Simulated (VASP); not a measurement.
Rh, 2 atoms in the cell. It takes space group P6_3/mmc (No. 194, hexagonal). The conventional cell has a = 2.767 Å, b = 2.767 Å, c = 4.487 Å, α = 90.00°, β = 90.00°, γ = 120.00°. Rh (site symmetry -6m2) has 12 Rh at 2.75 to 2.77 Å within 3.6 Å. 

```yaml
Program: VASP 6.6.1
Task: single point
Functional: PBEsol
Potentials_or_basis: VASP PAW PBE potentials, release 64 (Rh_pv)
Cutoff: 520 eV
k_mesh: 11 × 11 × 6
Occupations: fermi-dirac, width 0.05 eV
Spin: no spin polarisation
Dipole_correction: no
Further_INCAR_settings: ALGO = Fast; EDIFF = 1e-06; NBANDS = 22
```

Potentials or basis: VASP PAW PBE potentials, release 64 (Rh_pv).

The run is started by

```console
$ cat potpaw_PBE.64/Rh_pv/POTCAR > POTCAR
$ mpirun -np 1 vasp_std > vasp.out
```

Hardware: 1 thread of Intel(R) Xeon(R) 6975P-C (Granite Rapids), on a shared host.

Question: Estimate the wall time of this run.

Answer: Wall time 16 s on 1 thread of Intel(R) Xeon(R) 6975P-C (Granite Rapids), on a shared host, peak memory 0.16 GiB. Counts: scf iterations 12, k points 64.
